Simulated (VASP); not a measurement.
PbS: dielectric tensor with PBEsol

The system is PbS, a slab with vacuum.

```xyz
4
Lattice="2.9405 -2.9000 0.0000 2.9405 2.9000 0.0000 -1.0800 0.0000 11.7093" Properties=species:S:1:pos:R:3 pbc="T T T"
Pb    3.8740    0.0000    7.4516
Pb    0.9270    0.0000    4.2577
S     0.9319    0.0000    7.0092
S     3.8690    0.0000    4.7001
```

```yaml
Program: VASP 6.6.1
Task: dielectric tensor
Functional: PBEsol
Potentials_or_basis: VASP PAW PBE potentials, release 64 (Pb_d, S)
Cutoff: 520 eV
k_mesh: 3 × 3 × 1
Occupations: gaussian, width 0.01 eV
Spin: no spin polarisation
Dipole_correction: no
Further_INCAR_settings: ALGO = Normal; EDIFF = 1e-08
```

```
Band gap on the k mesh                  : 1.35 eV
Electronic dielectric tensor (diagonal) : 8.29, 8.05, 1.91
Born charges (mean of the diagonal)     : Pb +3.14; S -3.14 e
```

Levels at points of the mesh, in eV from the valence-band top:
| k point | band 18 | band 19 | band 20 | band 21 | band 22 | band 23 |
| --- | --- | --- | --- | --- | --- | --- |
| (0.00, 0.00, 0.00) | -1.45 | -1.33 | 0.00 | 1.35 | 3.11 | 4.84 |

Electronic dielectric tensor:
```
8.29 0.00 0.00
0.00 8.05 0.00
0.00 0.00 1.91
```

Born effective charge tensors (e):
atom 1, Pb
```
4.39 0.00 0.01
0.00 4.52 0.00
0.00 0.00 0.51
```
atom 2, Pb
```
4.39 0.00 0.01
0.00 4.52 0.00
0.00 0.00 0.51
```
atom 3, S
```
-4.39  0.00 -0.01
 0.00 -4.52  0.00
 0.00  0.00 -0.51
```
atom 4, S
```
-4.39  0.00 -0.01
 0.00 -4.52  0.00
 0.00  0.00 -0.51
```

Wall time 11 min on 1 thread of Intel Xeon 8259CL, with other jobs on the host, peak memory 0.33 GiB.

Caveat: the k points lie up to 0.51 Å⁻¹ apart; there is no dipole correction, which matters where the two faces differ; spin-orbit coupling is left out, which moves the levels of the heavy elements.
